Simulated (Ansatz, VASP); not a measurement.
**One calculation of BAs, two programs**

```
B As
1.0
     0.00000    2.36619    2.36619
     2.36619    0.00000    2.36619
     2.36619    2.36619    0.00000
B As
1 1
Cartesian
  0.0000 0.0000 0.0000
  1.1831 1.1831 1.1831
```

Alike in both runs: functional LDA; k mesh 10 × 10 × 10; occupations gaussian, width 0.02 eV; no spin polarisation.

Ansatz relaxed the structure, and its values are those at the end. VASP's run is a single point on that final structure, the one shown.

```csv
,VASP,Ansatz
version,VASP 6.6.1,Ansatz 0.2.0
potentials or method,"VASP PAW LDA potentials, release 64 (B, As), cutoff 500 eV","scalar-relativistic, plane waves, PAW"
valence electrons in the cell,8,18
```

VASP gave:

```
gap on the k mesh at the Fermi level (eV) : 1.10
least direct gap on the mesh (eV)         : 3.29
pressure (GPa)                            : 0.9
```

Task: What did Ansatz give for the same quantities?

Result: gap on the k mesh at the Fermi level (eV): 1.10; least direct gap on the mesh (eV): 3.29; pressure (GPa): 0.0.

LDA's correlation is that of Perdew and Zunger in VASP and of Perdew and Wang (1992) in Ansatz. VASP's potentials hold 8 valence electrons a cell and Ansatz's 18, so a difference there can come from the potentials and not from the codes.
